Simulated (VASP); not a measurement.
A run of VASP 6.6.1 is set up as follows.

INCAR

```
ALGO     = Normal         # electronic algorithm
EDIFF    = 1E-6           # SCF threshold, eV
ENCUT    = 520            # plane-wave cutoff, eV
GGA      = PE             # functional
ISIF     = 2              # what is computed and relaxed
ISMEAR   = 0              # smearing method
LASPH    = True           # aspherical terms in the spheres
LCHARG   = True           # write CHGCAR
LELF     = True           # ELF
LREAL    = Auto         
LVHAR    = True         
LWAVE    = False          # write WAVECAR
NBANDS   = 43             # bands
NELM     = 80             # most SCF steps
PREC     = Accurate       # precision mode
SIGMA    = 0.02           # smearing width, eV
```

File KPOINTS:

```
k-points
0
Gamma
  2 2 2
```

The input POSCAR:

```
Si
1.0
    0.0000000000      5.4700937548     -5.4700937548
    5.4700937548      5.4700937548      0.0000000000
    5.4700937548      0.0000000000     -5.4700937548
Si
15
Direct
    0.1564134983      0.0307595276      0.1564134983
    0.1210699541      0.6218259051      0.1210699541
    0.6224199534      0.1309779196      0.1241824236
    0.6360338883      0.6218260879      0.1210699541
    0.1241822408      0.1309779196      0.6224199534
    0.1210700455      0.6218258137      0.6360341625
    0.6224199534      0.1309779196      0.6224197706
    0.6239983541      0.6280050496      0.6239983541
    0.2480241767      0.2388098922      0.2480241767
    0.7473933141      0.7565529378      0.2486605460
    0.7651417302      0.2388099836      0.2480240853
    0.2486606375      0.7565528464      0.7473932227
    0.2480240853      0.2388099836      0.7651417302
    0.7473933141      0.7565529378      0.7473931313
    0.7490048039      0.2529853348      0.7490049867
```

Potentials or basis: VASP PAW PBE potentials, release 64 (Si).

Launch:

```bash
$ cat potpaw_PBE.64/Si/POTCAR > POTCAR
$ mpirun -np 1 vasp_std > vasp.out
```

**Question.** Predict the largest force.

**Answer.** 0.925 eV/Å.

**Question.** Estimate the pressure.

**Answer.** -2.5 GPa.

Forces in eV/Å, atoms in the order of the input:
```
Si   0.534  0.534  0.534
Si  -0.180 -0.180 -0.005
Si   0.044 -0.010 -0.010
Si  -0.180 -0.005 -0.180
Si  -0.010  0.044 -0.010
Si  -0.005 -0.180 -0.180
Si  -0.010 -0.010  0.044
Si  -0.010 -0.010 -0.010
Si  -0.082 -0.082  0.004
Si   0.012 -0.006 -0.006
Si  -0.082  0.004 -0.082
Si  -0.006  0.012 -0.006
Si   0.004 -0.082 -0.082
Si  -0.006 -0.006  0.012
Si  -0.022 -0.022 -0.022
```

Caveat: the k points lie up to 0.50 Å⁻¹ apart.
